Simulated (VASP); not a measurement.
Input of a VASP 6.6.1 run:

File INCAR:

```
PREC = Accurate
ENCUT = 520
EDIFF = 1E-6
ISMEAR = -1
SIGMA = 0.08
LREAL = False
LASPH = True
NELM = 100
ALGO = Normal
ISIF = 2
LWAVE = False
LCHARG = False
GGA = PS
NBANDS = 8
```

KPOINTS

```
Automatic mesh
0
Gamma
  16 16 16
```

File POSCAR:

```
Al
1.0
    2.0703476086      0.0000000000      0.0000000000
    0.0000000000      2.0703476086      0.0000000000
    0.0000000000      0.0000000000      2.0703476086
Al
1
Direct
    0.0000000000      0.0000000000      0.0000000000
```

Potentials or basis: VASP PAW PBE potentials, release 64 (Al).

Run with:

```bash
$ cat potpaw_PBE.64/Al/POTCAR > POTCAR
$ mpirun -np 1 vasp_std > vasp.out
```

Question: Predict the pressure.

Answer: 231.8 GPa.

Caveat: the PAW data sets were made with another functional, which shifts forces and pressure a little.
